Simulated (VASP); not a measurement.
# N (Fd-3m) in VASP: single point with LDA

Aim: the single point of N with LDA.

Everything below comes from runs of VASP 6.6.1. Logs are shortened: lines on timing, memory, paths and dates and some standing lists are left out, and cuts for length are marked.

**1. The cell of the first run**

Symmetry: Fd-3m, No. 227, cubic system. The conventional cell has a = 4.099 Å, b = 4.099 Å, c = 4.099 Å, α = 90.00°, β = 90.00°, γ = 90.00°. Within 2.4 Å of N (site symmetry -43m) lie 4 N at 1.77 Å.

**2. Single point, LDA**

Input file INCAR:

```
ALGO     = Normal         # electronic algorithm
EDIFF    = 1E-6           # SCF threshold, eV
ENCUT    = 520            # plane-wave cutoff, eV
ISIF     = 2              # what is computed and relaxed
ISMEAR   = -1             # smearing method
LASPH    = True           # aspherical terms in the spheres
LCHARG   = False          # write CHGCAR
LREAL    = False          # projectors in reciprocal space
LWAVE    = False          # write WAVECAR
NBANDS   = 12             # bands
NELM     = 80             # most SCF steps
PREC     = Accurate       # precision mode
SIGMA    = 0.13605693000000002 # smearing width, eV
```

Input file KPOINTS:

```
k-points
0
Gamma
  11 11 11
```

Input file POSCAR:

```
N
1.0
    0.0000000000      2.0493553396      2.0493553396
    2.0493553396      0.0000000000      2.0493553396
    2.0493553396      2.0493553396      0.0000000000
N
2
Direct
    0.0000000000      0.0000000000      0.0000000000
    0.2500000000      0.2500000000      0.2500000000
```

Potentials or basis: VASP PAW LDA potentials, release 64 (N).

Launch:

```console
$ cat potpaw_LDA.64/N/POTCAR > POTCAR
$ mpirun -np 1 vasp_std > vasp.out
```

OUTCAR:

```text
EDIFF = 1E-6
   ENCUT = 520
   ISIF = 2
   ISMEAR = -1
   LASPH = True
   LREAL = False
   NELM = 80
   PREC = Accurate

 ion  position               nearest neighbor table
   1  0.000  0.000  0.000-   2 1.77   2 1.77   2 1.77   2 1.77
   2  0.250  0.250  0.250-   1 1.77   1 1.77   1 1.77   1 1.77

  LATTYP: Found a face centered cubic cell.
 ALAT       =     4.0987106792

  Lattice vectors:

 A1 = (   0.0000000000,   2.0493553396,   2.0493553396)
 A2 = (   2.0493553396,   0.0000000000,   2.0493553396)
 A3 = (   2.0493553396,   2.0493553396,   0.0000000000)

Analysis of symmetry for initial positions (statically):
=====================================================================
 Subroutine PRICEL returns:
 Original cell was already a primitive cell.

 Routine SETGRP: Setting up the symmetry group for a
 face centered cubic supercell.

 Subroutine GETGRP returns: Found 48 space group operations
 (whereof 24 operations were pure point group operations)
 out of a pool of 48 trial point group operations.

The static configuration has the point symmetry T_d .
 The point group associated with its full space group is O_h .

Analysis of symmetry for dynamics (positions and initial velocities):
=====================================================================
 Subroutine PRICEL returns:
 Original cell was already a primitive cell.

 Routine SETGRP: Setting up the symmetry group for a
 face centered cubic supercell.

 Subroutine GETGRP returns: Found 48 space group operations
 (whereof 24 operations were pure point group operations)
 out of a pool of 48 trial point group operations.

The dynamic configuration has the point symmetry T_d .
 The point group associated with its full space group is O_h .

 Subroutine INISYM returns: Found 48 space group operations
 (whereof 24 operations are pure point group operations),
 and found     1 'primitive' translations

----------------------------------------------------------------------------------------

                                     Primitive cell

  volume of cell :      17.2140

  direct lattice vectors                    reciprocal lattice vectors
     0.000000000  2.049355340  2.049355340    -0.243979163  0.243979163  0.243979163
     2.049355340  0.000000000  2.049355340     0.243979163 -0.243979163  0.243979163
     2.049355340  2.049355340  0.000000000     0.243979163  0.243979163 -0.243979163

  length of vectors
[... 84 lines left out ...]
   EDIFFG = 0.1E-04   stopping-criterion for IOM
   NSW    =      0    number of steps for IOM
   IBRION =     -1    ionic relax: 0-MD 1-quasi-New 2-CG
   NFREE  =      0    steps in history (QN), initial steepest desc. (CG)
   ISIF   =      2    stress and relaxation
   ISYM   =      2    0-nonsym 1-usesym 2-fastsym
   POTIM  = 0.5000    time-step for ionic-motion
   TEBEG  =    0.0;   TEEND  =   0.0 temperature during run
   PSTRESS=    0.0 pullay stress
   NELECT =      10.0000    total number of electrons
   NUPDOWN=      -1.0000    fix difference up-down
   EMIN   =  10.00;   EMAX   =-10.00  energy-range for DOS
   EFERMI =   0.00;   METHOD = LEGACY
   ISMEAR =    -1;   SIGMA  =   0.14  broadening in eV -4-tet -1-fermi 0-gaus
   EFERMI_NEDOS =   21; number of points for ismear=-14 and -15
   IALGO  =     38    algorithm
   IMIX   =      4    mixing-type and parameters
     AMIX     =   0.40;   BMIX     =  1.00
     AMIX_MAG =   1.60;   BMIX_MAG =  1.00
  volume/ion in A,a.u.               =       8.61        58.08
  Fermi-wavevector in a.u.,A,eV,Ry     =   1.365990  2.581347 25.387506  1.865929
  Thomas-Fermi vector in A             =   2.492170
   LORBIT       =      0    0 simple, 1 ext, 2 COOP (PROOUT), +10 PAW based schemes
   GGA     = CA    functional components
   LHFCALC =     F    Hartree Fock is set to
   AEXX    =    0.0000 exact exchange contribution
   IVDW    =     0    specifies the selected vdW correction
   LEPSILON=     F    determine dielectric tensor
   LRPA    =     F    only Hartree local field effects (RPA)
 non-spin polarized calculation
  energy-cutoff  :      520.00
  volume of cell :       17.21
 maximum number of plane-waves:       483
 NGX is ok and might be reduce to    24
   NGX = 11   NGY = 11   NGZ = 11

 number of electron      10.0000001 magnetization

 Free energy of the ion-electron system (eV)
  ---------------------------------------------------
  ext. energy  EPLUGINS =         0.00000000
  ---------------------------------------------------
  free energy    TOTEN  =       -12.05569251 eV

  energy without entropy =      -12.00148648  energy(sigma->0) =      -12.02858949

 E-fermi :   4.9506     XC(G=0): -11.8050

 val. band max:        4.8883841336   @ k =   0.3636   0.2727   0.0909
 cond. band min:       5.0633791621   @ k =  -0.4545   0.3636   0.1818
 fundamental gap:      0.1749950284
 Fermi energy:         4.9506394072

 k-point     1 :       0.0000    0.0000    0.0000
  band No.  band energies     occupation
      1     -16.1864      2.00000
      2      -0.1826      2.00000
      3       1.0336      2.00000
      4       1.0336      2.00000
      5       1.0336      2.00000
      6       5.3139      0.12952
      7       5.3139      0.12951
      8       5.3139      0.12951
      9      15.6649      0.00000
     10      27.3040      0.00000
     11      27.3043      0.00000
     12      27.3712      0.00000
[... 331 lines left out ...]
 k-point    24 :      -0.1818    0.1818    0.0000
  band No.  band energies     occupation
      1     -14.6363      2.00000
      2      -5.5351      2.00000
      3      -1.7839      2.00000
      4       0.1449      2.00000
      5       3.3786      1.99998
      6       6.5315      0.00002
      7       6.7662      0.00000
      8       7.9696      0.00000
      9      17.4899      0.00000
     10      21.4782      0.00000
     11      22.3500      0.00000
     12      29.0429      0.00000

 [... further k-points ...]
[... 5 lines left out ...]
  --------------------------------------------------------------------------------------
  -------------------------------------------------------------------------------------
  Total       -0.1090522     -0.1090522     -0.1090522      0.0000000      0.0000000      0.0000000
  in kB      -10.1499384    -10.1499384    -10.1499384      0.0000000      0.0000000      0.0000000
  external PRESSURE =     -10.1499384 kB  Pullay stress =       0.0000000 kB

 VOLUME and BASIS-vectors are now :
 -----------------------------------------------------------------------------
  energy-cutoff  :      520.00
  volume of cell :       17.21
      direct lattice vectors                 reciprocal lattice vectors
     0.000000000  2.049355340  2.049355340    -0.243979163  0.243979163  0.243979163
     2.049355340  0.000000000  2.049355340     0.243979163 -0.243979163  0.243979163
     2.049355340  2.049355340  0.000000000     0.243979163  0.243979163 -0.243979163

 POSITION                                       TOTAL-FORCE (eV/Angst)
 -----------------------------------------------------------------------------------
      0.00000      0.00000      0.00000        -0.000000     -0.000000     -0.000000
      1.02468      1.02468      1.02468         0.000000      0.000000      0.000000
 -----------------------------------------------------------------------------------
    total drift:                               -0.000000      0.000000      0.000000

  FREE ENERGIE OF THE ION-ELECTRON SYSTEM (eV)
  ---------------------------------------------------
  free  energy   TOTEN  =       -12.0556925069 eV

  energy  without entropy=      -12.0014864789  energy(sigma->0) =      -12.02858949
```

OSZICAR:

```text
N       E                     dE             d eps       ncg     rms          rms(c)
DAV:   1     0.176489231606E+02    0.17649E+02   -0.55701E+03  1360   0.798E+02
DAV:   2    -0.113741939282E+02   -0.29023E+02   -0.27474E+02  1712   0.146E+02
DAV:   3    -0.121021691887E+02   -0.72798E+00   -0.72242E+00  1500   0.201E+01
DAV:   4    -0.121034969637E+02   -0.13278E-02   -0.13277E-02  1452   0.113E+00
DAV:   5    -0.121034994680E+02   -0.25044E-05   -0.25043E-05  1524   0.454E-02    0.276E+00
DAV:   6    -0.120690100085E+02    0.34489E-01   -0.13292E-02  1376   0.930E-01    0.164E+00
DAV:   7    -0.120560797629E+02    0.12930E-01   -0.12824E-02  1408   0.923E-01    0.247E-01
DAV:   8    -0.120556898850E+02    0.38988E-03   -0.78891E-04  1392   0.224E-01    0.114E-02
DAV:   9    -0.120556917971E+02   -0.19121E-05   -0.63927E-06  1524   0.234E-02    0.815E-03
DAV:  10    -0.120556925069E+02   -0.70983E-06   -0.49732E-07   956   0.517E-03
   1 F= -.12055693E+02 E0= -.12028589E+02  d E =-.542060E-01
```

stdout:

```text
POSCAR found type information on POSCAR N
 POSCAR found :  1 types and       2 ions
 scaLAPACK will be used
 LDA part: xc-table for (Slater(with rela. corr.)+CA(PZ))
 , standard interpolation
 POSCAR, INCAR and KPOINTS ok, starting setup
 FFT: planning ... GRIDC
 FFT: planning ... GRID_SOFT
 FFT: planning ... GRID
 WAVECAR not read
 entering main loop
```

It took 12 s on 1 thread of Intel Xeon 8259CL, shared host; peak memory 0.12 GiB.

What came out:

```yaml
Free_energy: -12.0557 eV
Pressure: -1.0 GPa
Band_gap_on_the_k_mesh: zero (band 5 reaches 5.68 eV, above the bottom of band 6 at 4.37 eV)
```
